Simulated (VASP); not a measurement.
# InSe (R3m) in VASP: single point with r2SCAN

Aim: the single point of InSe with r2SCAN.

All numbers are computed with VASP 6.6.1; they aren't measurements. Logs are shortened: lines on timing, memory, paths and dates and some standing lists are left out, and cuts for length are marked.

**Measured values to compare with.**

“The Interaction of Hydrogen with the van der Waals Crystal γ-InSe”, 2020, pmc:7321205 reports, for a bulk crystal of InSe at 300 K: band gap 1.25 eV.

The results are compared with them further down.

**1. The cell of the first run**

It takes space group R3m (No. 160, trigonal). Conventional cell: a = 4.060 Å, b = 4.060 Å, c = 25.701 Å, α = 90.00°, β = 90.00°, γ = 120.00°. Within 3.5 Å of Se (site symmetry 3m) lie 3 In at 2.66 Å. Se (site symmetry 3m) has 3 In at 2.66 Å within 3.5 Å. Within 3.5 Å of In (site symmetry 3m) lie 3 Se at 2.66 Å and 1 In at 2.80 Å. Within 3.5 Å of In (site symmetry 3m) lie 3 Se at 2.66 Å and 1 In at 2.80 Å.

**2. Single point, r2SCAN**

The input, POSCAR:

```
InSe
1.0
    2.0301164277      1.1720882644      8.5670933402
   -2.0301164277      1.1720882644      8.5670933402
    0.0000000000     -2.3441765337      8.5670933395
Se In
2 2
Direct
    0.6194133268      0.6194133268      0.6194133268
    0.8252553501      0.8252553501      0.8252553501
    0.0012707834      0.0012707834      0.0012707834
    0.1100605398      0.1100605398      0.1100605398
```

The input, INCAR.step1:

```
SYSTEM = InSe
PREC = Accurate
ENCUT = 520
ISMEAR = -1
SIGMA = 0.1
LREAL = .FALSE.
LASPH = .TRUE.
NELM = 100
NBANDS = 27
GGA = PE
ALGO = Normal
EDIFF = 1E-4
LWAVE = .TRUE.
LCHARG = .FALSE.
```

The input, INCAR.step2:

```
SYSTEM = InSe
PREC = Accurate
ENCUT = 520
EDIFF = 1E-7
ISMEAR = -1
SIGMA = 0.1
LREAL = .FALSE.
LASPH = .TRUE.
NELM = 100
ALGO = Normal
ISIF = 2
LWAVE = .FALSE.
LCHARG = .FALSE.
METAGGA = R2SCAN
LMIXTAU = .TRUE.
NBANDS = 27
ISTART = 1
```

The input, KPOINTS:

```
Automatic mesh
0
G
  6 6 6
  0 0 0
```

Potentials or basis: VASP PAW PBE potentials, release 64 (Se, In_d).

On the command line:

```
$ cat potpaw_PBE.64/Se/POTCAR potpaw_PBE.64/In_d/POTCAR > POTCAR
$ cp INCAR.step1 INCAR
$ mpirun -np 1 vasp_std > vasp.out
$ cp INCAR.step2 INCAR
$ mpirun -np 1 vasp_std > vasp.out
```

OUTCAR:

```text
SYSTEM = InSe
   PREC = Accurate
   ENCUT = 520
   EDIFF = 1E-7
   ISMEAR = -1
   LREAL = .FALSE.
   LASPH = .TRUE.
   NELM = 100
   ISIF = 2
   METAGGA = R2SCAN
   ISTART = 1

 ion  position               nearest neighbor table
   1  0.619  0.619  0.619-   3 2.66   3 2.66   3 2.66
   2  0.825  0.825  0.825-   4 2.66   4 2.66   4 2.66
   3  0.001  0.001  0.001-   1 2.66   1 2.66   1 2.66   4 2.80
   4  0.110  0.110  0.110-   2 2.66   2 2.66   2 2.66   3 2.80

  LATTYP: Found a trigonal (rhomboedric) cell.
 ALAT       =     8.8820184592
 COS(alpha) =     0.8955162999

  Lattice vectors:

 A1 = (   2.0301164277,   1.1720882644,   8.5670933402)
 A2 = (  -2.0301164277,   1.1720882644,   8.5670933402)
 A3 = (   0.0000000000,  -2.3441765337,   8.5670933395)

Analysis of symmetry for initial positions (statically):
=====================================================================
 Subroutine PRICEL returns:
 Original cell was already a primitive cell.

 Routine SETGRP: Setting up the symmetry group for a
 trigonal (rhombohedral) supercell.

 Subroutine GETGRP returns: Found  6 space group operations
 (whereof  6 operations were pure point group operations)
 out of a pool of 12 trial point group operations.

The static configuration has the point symmetry C_3v.

Analysis of symmetry for dynamics (positions and initial velocities):
=====================================================================
 Subroutine PRICEL returns:
 Original cell was already a primitive cell.

 Routine SETGRP: Setting up the symmetry group for a
 trigonal (rhombohedral) supercell.

 Subroutine GETGRP returns: Found  6 space group operations
 (whereof  6 operations were pure point group operations)
 out of a pool of 12 trial point group operations.

The dynamic configuration has the point symmetry C_3v.

 Subroutine INISYM returns: Found  6 space group operations
 (whereof  6 operations are pure point group operations),
 and found     1 'primitive' translations

----------------------------------------------------------------------------------------

                                     Primitive cell

  volume of cell :     122.3111

  direct lattice vectors                    reciprocal lattice vectors
     2.030116428  1.172088264  8.567093340     0.246291293  0.142196344  0.038908568
    -2.030116428  1.172088264  8.567093340    -0.246291293  0.142196344  0.038908568
     0.000000000 -2.344176534  8.567093339     0.000000000 -0.284392689  0.038908568

  length of vectors
     8.882018459  8.882018459  8.882018459     0.287041945  0.287041945  0.287041945

  position of ions in fractional coordinates (direct lattice)
     0.619413327  0.619413327  0.619413327
     0.825255350  0.825255350  0.825255350
     0.001270783  0.001270783  0.001270783
     0.110060540  0.110060540  0.110060540

  ion indices of the primitive-cell ions
   primitive index   ion index
                 1           1
                 2           2
                 3           3
                 4           4

----------------------------------------------------------------------------------------

 KPOINTS: Automatic mesh

Automatic generation of k-mesh.
 Grid dimensions read from file:
 generate k-points for:    6    6    6

 Generating k-lattice:

  Cartesian coordinates                     Fractional coordinates (reciprocal lattice)
     0.041048549  0.023699391  0.006484761     0.166666667  0.000000000 -0.000000000
    -0.041048549  0.023699391  0.006484761     0.000000000  0.166666667 -0.000000000
     0.000000000 -0.047398781  0.006484761    -0.000000000 -0.000000000  0.166666667

  Length of vectors
     0.047840324  0.047840324  0.047840324

  Shift w.r.t. Gamma in fractional coordinates (k-lattice)
     0.000000000  0.000000000  0.000000000

 Subroutine IBZKPT returns following result:
 ===========================================

 Found     32 irreducible k-points:

 Following reciprocal coordinates:
            Coordinates               Weight
  0.000000  0.000000  0.000000      1.000000
  0.166667  0.000000 -0.000000      6.000000
  0.333333  0.000000 -0.000000      6.000000
  0.500000  0.000000 -0.000000      3.000000
  0.166667  0.166667 -0.000000      6.000000
  0.333333  0.166667 -0.000000     12.000000
[... 16 lines left out ...]
  0.500000  0.500000  0.166667      6.000000
 -0.333333  0.500000  0.166667     12.000000
 [... further k-points ...]
   k-points           NKPTS =     32   k-points in BZ     NKDIM =     32   number of bands    NBANDS=     27
   number of dos      NEDOS =    301   number of ions     NIONS =      4
   total plane-waves  NPLWV = 343000
   dimension x,y,z NGX =    70 NGY =   70 NGZ =   70
   dimension x,y,z NGXF=   140 NGYF=  140 NGZF=  140
   ions per type =               2   2
   NGX,Y,Z   is equivalent  to a cutoff of  13.10, 13.10, 13.10 a.u.
   NGXF,Y,Z  is equivalent  to a cutoff of  26.20, 26.20, 26.20 a.u.
 SYSTEM =  InSe
   PREC   = accura    normal or accurate (medium, high low for compatibility)
   ISTART =      1    job   : 0-new  1-cont  2-samecut
   ICHARG =      0    charge: 1-file 2-atom 10-const
   ISPIN  =      1    spin polarized calculation?
   LNONCOLLINEAR =      F non collinear calculations
   LSORBIT =      F    spin-orbit coupling
   LASPH  =      T    aspherical Exc in radial PAW
   ENCUT  =  520.0 eV  38.22 Ry    6.18 a.u.  16.51 16.51 16.51*2*pi/ulx,y,z
   NELM   =    100;   NELMIN=  2; NELMDL=  0     # of ELM steps
   EDIFF  = 0.1E-06   stopping-criterion for ELM
   LREAL  =      F    real-space projection
   EDIFFG = 0.1E-05   stopping-criterion for IOM
   NSW    =      0    number of steps for IOM
   IBRION =     -1    ionic relax: 0-MD 1-quasi-New 2-CG
   NFREE  =      0    steps in history (QN), initial steepest desc. (CG)
   ISIF   =      2    stress and relaxation
   ISYM   =      2    0-nonsym 1-usesym 2-fastsym
   POTIM  = 0.5000    time-step for ionic-motion
   TEBEG  =    0.0;   TEEND  =   0.0 temperature during run
   PSTRESS=    0.0 pullay stress
   NELECT =      38.0000    total number of electrons
   NUPDOWN=      -1.0000    fix difference up-down
   EMIN   =  10.00;   EMAX   =-10.00  energy-range for DOS
   EFERMI =   0.00;   METHOD = LEGACY
   ISMEAR =    -1;   SIGMA  =   0.10  broadening in eV -4-tet -1-fermi 0-gaus
   EFERMI_NEDOS =   21; number of points for ismear=-14 and -15
   IALGO  =     38    algorithm
   IMIX   =      4    mixing-type and parameters
     AMIX     =   0.40;   BMIX     =  1.00
     AMIX_MAG =   1.60;   BMIX_MAG =  1.00
  volume/ion in A,a.u.               =      30.58       206.35
  Fermi-wavevector in a.u.,A,eV,Ry     =   1.108785  2.095300 16.727061  1.229404
  Thomas-Fermi vector in A             =   2.245317
   LORBIT       =      0    0 simple, 1 ext, 2 COOP (PROOUT), +10 PAW based schemes
   METAGGA = R2SCAN    functional components
   LHFCALC =     F    Hartree Fock is set to
   AEXX    =    0.0000 exact exchange contribution
   IVDW    =     0    specifies the selected vdW correction
   LEPSILON=     F    determine dielectric tensor
   LRPA    =     F    only Hartree local field effects (RPA)
 non-spin polarized calculation
  energy-cutoff  :      520.00
  volume of cell :      122.31
 maximum number of plane-waves:      3325
 NGX is ok and might be reduce to    70
   NGX = 33   NGY = 33   NGZ = 33

 number of electron      38.0000002 magnetization

 Free energy of the ion-electron system (eV)
  ---------------------------------------------------
  ext. energy  EPLUGINS =         0.00000000
  ---------------------------------------------------
  free energy    TOTEN  =       -76.47548565 eV

  energy without entropy =      -76.47517280  energy(sigma->0) =      -76.47532922

 E-fermi :   3.8519     XC(G=0):  -9.1967

 val. band max:        3.4370786963   @ k =   0.5000   0.5000   0.5000
 cond. band min:       4.2053646921   @ k =   0.5000   0.5000   0.5000
 fundamental gap:      0.7682859958
 Fermi energy:         3.8519090290

 k-point     1 :       0.0000    0.0000    0.0000
  band No.  band energies     occupation
      1     -11.8282      2.00000
      2     -11.6384      2.00000
      3     -11.6384      2.00000
      4     -11.5490      2.00000
      5     -11.5490      2.00000
      6     -11.5268      2.00000
[... 19 lines left out ...]
     26       9.3686      0.00000
     27      11.1230      0.00000

 k-point     2 :       0.1667    0.0000   -0.0000
  band No.  band energies     occupation
      1     -11.8374      2.00000
      2     -11.7176      2.00000
      3     -11.6545      2.00000
      4     -11.6340      2.00000
      5     -11.5335      2.00000
      6     -11.5310      2.00000
[... 19 lines left out ...]
     26       9.8817      0.00000
     27      10.5590      0.00000

 k-point     3 :       0.3333    0.0000   -0.0000
  band No.  band energies     occupation
      1     -11.9164      2.00000
      2     -11.7986      2.00000
      3     -11.7611      2.00000
      4     -11.6308      2.00000
      5     -11.5468      2.00000
      6     -11.4952      2.00000
[... 19 lines left out ...]
     26      10.4608      0.00000
     27      11.2601      0.00000

 k-point     4 :       0.5000    0.0000   -0.0000
  band No.  band energies     occupation
      1     -11.9648      2.00000
      2     -11.8551      2.00000
      3     -11.7599      2.00000
      4     -11.6311      2.00000
      5     -11.5533      2.00000
      6     -11.4776      2.00000
[... 19 lines left out ...]
     26      10.4194      0.00000
     27      11.1239      0.00000
[... 516 lines left out ...]
      4     -11.6413      2.00000
      5     -11.5413      2.00000
      6     -11.4875      2.00000
[... 19 lines left out ...]
     26      10.9680      0.00000
     27      11.4934      0.00000

 k-point    23 :       0.5000    0.5000    0.1667
  band No.  band energies     occupation
      1     -11.9106      2.00000
      2     -11.8062      2.00000
      3     -11.7596      2.00000
      4     -11.6311      2.00000
      5     -11.5468      2.00000
      6     -11.4951      2.00000
[... 19 lines left out ...]
     26      10.8518      0.00000
     27      11.2033      0.00000

 k-point    24 :      -0.3333    0.5000    0.1667
  band No.  band energies     occupation
      1     -11.9490      2.00000
      2     -11.8536      2.00000
      3     -11.7601      2.00000
      4     -11.6414      2.00000
      5     -11.5413      2.00000
      6     -11.4874      2.00000
[... 19 lines left out ...]
     26      11.0587      0.00000
     27      11.4032      0.00000

 [... further k-points ...]

------------------------ aborting loop because EDIFF is reached ----------------------------------------

  FORCE on cell =-STRESS in cart. coord.  units (eV):
  Direction    XX          YY          ZZ          XY          YZ          ZX
  --------------------------------------------------------------------------------------
  -------------------------------------------------------------------------------------
  Total       -0.2031911     -0.2031911      0.1293030      0.0000000     -0.0000000      0.0000000
  in kB       -2.6616399     -2.6616399      1.6937651      0.0000000     -0.0000000      0.0000000
  external PRESSURE =      -1.2098383 kB  Pullay stress =       0.0000000 kB

 VOLUME and BASIS-vectors are now :
 -----------------------------------------------------------------------------
  energy-cutoff  :      520.00
  volume of cell :      122.31
      direct lattice vectors                 reciprocal lattice vectors
     2.030116428  1.172088264  8.567093340     0.246291293  0.142196344  0.038908568
    -2.030116428  1.172088264  8.567093340    -0.246291293  0.142196344  0.038908568
     0.000000000 -2.344176534  8.567093339     0.000000000 -0.284392689  0.038908568

 POSITION                                       TOTAL-FORCE (eV/Angst)
 -----------------------------------------------------------------------------------
      0.00000     -0.00000     15.91972         0.000000      0.000000     -0.013875
      0.00000     -0.00000     21.21012         0.000000     -0.000000      0.014131
      0.00000     -0.00000      0.03266         0.000000     -0.000000      0.010988
      0.00000     -0.00000      2.82870         0.000000      0.000000     -0.011244
 -----------------------------------------------------------------------------------
    total drift:                                0.000000     -0.000000      0.000596

  FREE ENERGIE OF THE ION-ELECTRON SYSTEM (eV)
  ---------------------------------------------------
  free  energy   TOTEN  =       -76.4754856531 eV

  energy  without entropy=      -76.4751727961  energy(sigma->0) =      -76.47532922
```

Wall time 49 min (1 thread of Intel Xeon Platinum 8175M at 2.50GHz (Skylake/Cascade Lake), shared host); peak memory 0.82 GiB.

What came out:

* Free energy: -76.4755 eV
* Pressure: -0.1 GPa
* Largest force: 0.014 eV/Å
* Band gap on the k mesh: 0.77 eV

Forces in eV/Å, atoms in the order of the input:
```
Se   0.000  0.000 -0.014
Se   0.000  0.000  0.014
In   0.000  0.000  0.011
In   0.000  0.000 -0.011
```

Levels at points of the mesh, in eV from the valence-band top:
```
           k point  band 17  band 18  band 19  band 20  band 21  band 22
(0.00, 0.00, 0.00)    -1.34    -1.34    -1.32     1.78     2.44     4.57
(0.50, 0.00, 0.00)    -2.36    -2.28    -1.66     1.57     2.22     4.10
(0.50, 0.50, 0.00)    -2.54    -2.16    -1.51     1.59     2.19     3.78
(0.50, 0.50, 0.50)    -1.26    -1.26     0.00     0.77     2.46     4.51
```

Caveat: semilocal functionals underestimate gaps, and a narrow one can read as zero; the PAW data sets were made with another functional, which shifts forces and pressure a little; spin-orbit coupling is left out, which moves the levels of the heavy elements.

**3. Against experiment**

Step 2. Measured gap of InSe: 1.25 eV (300 K; “The Interaction of Hydrogen with the van der Waals Crystal γ-InSe”, 2020, pmc:7321205). This calculation gives 0.77 eV (-0.48 eV). Spin-orbit coupling on In, Se is left out. The value is that of r2SCAN on a finite k mesh, which can miss the band edges, without temperature or zero-point motion.
